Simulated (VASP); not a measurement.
**Tl3Ge2H: relaxation of cell and atoms with PBE**

Crystal: Tl3Ge2H.

```
Tl Ge H
1.0
     6.48550    0.00000    0.00000
    -3.24275    5.61660    0.00000
     0.00000    0.00000    3.81224
Tl Ge H
3 2 1
Direct
  0.00000 0.50000 0.00000
  0.50000 0.00000 0.00000
  0.50000 0.50000 0.00000
  0.33333 0.66667 0.50000
  0.66667 0.33333 0.50000
  0.00000 0.00000 0.50000
```

The cell was built from a structure type or drawn by symmetry, and may not be a known phase.

```yaml
Program: VASP 6.6.1
Task: relaxation of cell and atoms
Functional: PBE
Potentials_or_basis: VASP PAW PBE potentials, release 64 (Tl_d, Ge_d, H)
Cutoff: 600 eV
k_mesh: 3 × 3 × 4
Occupations: gaussian, width 0.1 eV
Spin: no spin polarisation
Dipole_correction: no
Further_INCAR_settings: ALGO = Normal; EDIFF = 1e-07; IBRION = 2; EDIFFG = -0.04; NSW = 90; ISIF = 3
```

* Relaxed volume: 30.95 Å³/atom
* Relaxed cell: a = 7.062 Å, b = 7.062 Å, c = 4.300 Å, α = 90.00°, β = 90.00°, γ = 120.00°
* Space group after relaxing (to 0.1 Å): P6/mmm (No. 191)
* Energy gained by relaxing: 296.6 meV/atom
* Ionic steps: 3
* Pressure after relaxing: 0.1 GPa
* Band gap on the k mesh: zero (bands 34 and 35 overlap by 0.46 eV)

Step by step:
| step | energy change (eV) | largest force (eV/Å) | pressure (GPa) | volume (Å³) |
| --- | --- | --- | --- | --- |
| 1 | 0.0000 | 0.0000 | 15.58 | 138.87 |
| 2 | -1.7768 | 0.0000 | -0.35 | 189.11 |
| 3 | -1.7796 | 0.0000 | 0.11 | 185.71 |

Final structure:
```cif
data_structure
_symmetry_space_group_name_H-M 'P 1'
_symmetry_Int_Tables_number 1
_cell_length_a 7.0622
_cell_length_b 7.0622
_cell_length_c 4.2996
_cell_angle_alpha 90.000
_cell_angle_beta 90.000
_cell_angle_gamma 120.000
_cell_volume 185.71
loop_
_atom_site_label
_atom_site_type_symbol
_atom_site_fract_x
_atom_site_fract_y
_atom_site_fract_z
_atom_site_occupancy
Tl1 Tl 0.00000 0.50000 0.00000 1
Tl2 Tl 0.50000 0.00000 0.00000 1
Tl3 Tl 0.50000 0.50000 0.00000 1
Ge1 Ge 0.33333 0.66667 0.50000 1
Ge2 Ge 0.66667 0.33333 0.50000 1
H1 H 0.00000 0.00000 0.50000 1
```

Levels at points of the mesh, in eV from the Fermi level:
```csv
k point,band 32,band 33,band 34,band 35,band 36,band 37
"(0.00, 0.00, 0.00)",-1.45,-1.37,-0.47,1.62,1.71,3.06
"(0.00, 0.00, 0.50)",-2.13,-2.13,-0.28,0.66,0.66,1.14
```

Run time: 110 s on 1 thread of Intel(R) Xeon(R) 6975P-C (Granite Rapids), with other jobs on the host, peak memory 0.32 GiB.

Caveat: the k points lie up to 0.37 Å⁻¹ apart in the final cell; the volume moved by over 15 % at a fixed basis, so the end points are rough; spin-orbit coupling is left out, which moves the levels of the heavy elements.
